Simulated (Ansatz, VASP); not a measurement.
**One calculation of Ti, two programs**

```
CELL_PARAMETERS angstrom
4.65557 0.00000 0.00000
-2.32778 4.03184 0.00000
0.00000 0.00000 2.87905
ATOMIC_POSITIONS crystal
Ti 0.97151 0.94301 0.00000
Ti 0.34758 0.69516 0.50000
Ti 0.68091 0.36183 0.50000
```

Change from the starting cell: mode 6 frozen in at -0.226 Å, equal normal strain along x, y and z +0.0167.

Alike in both runs: task single point; functional PBE; k mesh 12 × 12 × 14; occupations gaussian, width 0.15 eV; no spin polarisation.

|  | VASP | Ansatz |
| --- | --- | --- |
| version | VASP 6.6.1 | Ansatz 0.2.0 |
| potentials or method | VASP PAW PBE potentials, release 64 (Ti_sv), cutoff 500 eV | scalar-relativistic, plane waves, PAW |
| valence electrons in the cell | 36 | 36 |

```csv
,VASP,Ansatz,Ansatz less VASP
gap on the k mesh at the Fermi level (eV),none,none,-
pressure (GPa),-2.6,-2.4,+0.23
"traceless stress, the component that is largest in VASP (GPa)",2.30,2.30,+0.002
rms of the force components (eV/Å),0.580,0.583,+0.0037
```

Atom by atom the forces differ by 0.004 eV/Å (rms over components). A gap of «none» marks a metal or a gap that the smearing closes. The functional is the same, so the differences come from potentials, cutoffs and numerics.
